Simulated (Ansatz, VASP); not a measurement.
## Sr: VASP beside Ansatz

File INCAR:

```
SYSTEM = Sr
ALGO = Fast ; EDIFF = 1E-6
ENCUT = 520 ; ISIF = 2
ISMEAR = 0 ; LASPH = .True.
LCHARG = .False. ; LREAL = .False.
LWAVE = .False. ; NBANDS = 17
NELM = 80 ; PREC = Accurate
SIGMA = 0.15
```

File KPOINTS:

```
k-points
0
Gamma
  12 12 8
  0 0 0
```

Contents of POSCAR:

```
Sr
1.0
    3.8152827013      0.0000000000      0.0000000000
   -1.9076413507      3.5528298300      0.0000000000
    0.0000000000      0.0000000000      6.7154259278
Sr
2
Direct
    0.3333333333      0.6666666667      0.2500000000
    0.6666666667      0.3333333333      0.7500000000
```

Input for Ansatz:

```yaml
crystal:
  lattice:
    - [3.8152827013, 0.0, 0.0]
    - [-1.9076413507, 3.55282983, 0.0]
    - [0.0, 0.0, 6.7154259278]
  atoms:
    - { symbol: Sr, position: [0.3333333333, 0.6666666667, 0.25] }
    - { symbol: Sr, position: [0.6666666667, 0.3333333333, 0.75] }
basis:
  ecutwfc: 420
kpoints:
  mp_grid: { grid: [12, 12, 8] }
hamiltonian:
  xc: lda
scf:
  occupations: { method: gaussian, width: 0.15 }
output:
  forces: true
  stress: true
  eigenvalues: true
  write_density: true
  write_potential: true
  elf: true
  volumetric_format: npy
```

Change from the starting cell: mode 4 frozen in at +0.000 Å, normal strain along x -0.0700.

Alike in both runs: task single point; functional LDA; k mesh 12 × 12 × 8; occupations gaussian, width 0.15 eV; no spin polarisation.

```csv
,VASP,Ansatz
version,VASP 6.6.1,Ansatz 0.2.0
potentials or method,"VASP PAW LDA potentials, release 64 (Sr_sv), cutoff 520 eV","scalar-relativistic, plane waves, PAW"
valence electrons in the cell,20,20
```

|  | VASP | Ansatz | Ansatz less VASP |
| --- | --- | --- | --- |
| gap on the k mesh at the Fermi level (eV) | none | none | - |
| pressure (GPa) | 1.0 | 1.0 | 0.00 |
| traceless stress, the component that is largest in VASP (GPa) | 1.39 | 1.39 | +0.001 |
| rms of the force components (eV/Å) | 0.042 | 0.042 | -0.0004 |

LDA's correlation is that of Perdew and Zunger in VASP and of Perdew and Wang (1992) in Ansatz. Atom by atom the forces differ by 0.000 eV/Å (rms over components). A gap of «none» marks a metal or a gap that the smearing closes.
